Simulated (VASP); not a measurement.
Zn2InO:

```
Zn In O
1.0
     4.34330    0.00000    0.00000
     0.00000    4.34330    0.00000
     0.00000    0.00000    3.28182
Zn In O
2 1 1
Direct
  0.00000 0.50000 0.50000
  0.50000 0.00000 0.50000
  0.00000 0.00000 0.00000
  0.50000 0.50000 0.50000
```

- Program: VASP 6.6.1
- Task: relaxation of cell and atoms
- Functional: PBE
- Potentials or basis: VASP PAW PBE potentials, release 64 (Zn, In_d, O)
- Cutoff: 600 eV
- k mesh: 4 × 4 × 6
- Occupations: gaussian, width 0.1 eV
- Spin: no spin polarisation

At the start: pressure 6.4 GPa; volume 15.48 Å³/atom.

Question: How do energy, volume and symmetry change on relaxing?

Answer: Over 7 steps the energy falls by 145.2 meV/atom and the volume is 18.03 Å³/atom (+16.5 %); space group P4/mmm (No. 123, to 0.05 Å).

Step by step:
| step | energy change (eV) | largest force (eV/Å) | pressure (GPa) | volume (Å³) |
| --- | --- | --- | --- | --- |
| 1 | 0.0000 | 0.0000 | 6.41 | 61.91 |
| 2 | -0.2498 | 0.0000 | 0.33 | 67.57 |
| 3 | -0.3057 | 0.0000 | -3.10 | 72.11 |
| 4 | -0.4834 | 0.0000 | -1.62 | 71.54 |
| 5 | -0.5734 | 0.0000 | 1.40 | 70.29 |
| 6 | -0.5739 | 0.0000 | 1.12 | 70.37 |
| 7 | -0.5807 | 0.0000 | -0.09 | 72.11 |

Final structure:
```
CELL_PARAMETERS angstrom
4.14830 0.00000 0.00000
0.00000 4.14830 0.00000
0.00000 0.00000 4.19012
ATOMIC_POSITIONS crystal
Zn 0.00000 0.50000 0.50000
Zn 0.50000 0.00000 0.50000
In 0.00000 0.00000 0.00000
O 0.50000 0.50000 0.50000
```

Caveat: the k points lie up to 0.38 Å⁻¹ apart in the final cell; the volume moved by over 15 % at a fixed basis, so the end points are rough; an odd number of electrons without spin polarisation forces a metal; a magnetic or distorted state may lie lower.
